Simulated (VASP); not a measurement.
A run of VASP 6.6.1:

INCAR

```
ALGO = Normal ; EDIFF = 1E-7
ENCUT = 520 ; GGA = PE
ISIF = 2 ; ISMEAR = 0
LASPH = True ; LCHARG = False
LREAL = False ; LWAVE = False
NBANDS = 22 ; NELM = 100
PREC = Accurate ; SIGMA = 0.01
```

Contents of KPOINTS:

```
k-points
0
Gamma
  6 6 4
```

Contents of POSCAR:

```
Cl
1.0
    3.0807983119     -2.2040687446      0.0000000000
    3.0807983119      2.2040687446      0.0000000000
    0.0000000000      0.0000000000      8.0424019526
Cl
4
Direct
    0.8700000000      0.1300000000      0.1000000000
    0.6300000000      0.3700000000      0.6000000000
    0.1300000000      0.8700000000      0.9000000000
    0.3700000000      0.6300000000      0.4000000000
```

Potentials or basis: VASP PAW PBE potentials, release 64 (Cl).

Command:

```sh
$ cat potpaw_PBE.64/Cl/POTCAR > POTCAR
$ mpirun -np 1 vasp_std > vasp.out
```

Hardware: 1 thread of Intel Xeon 8259CL, with other jobs on the host.

Question: How long does it take, and how much memory?

Answer: Wall time 100 s on 1 thread of Intel Xeon 8259CL, on a shared host, peak memory 0.23 GiB. Counts: scf iterations 14, k points 39.
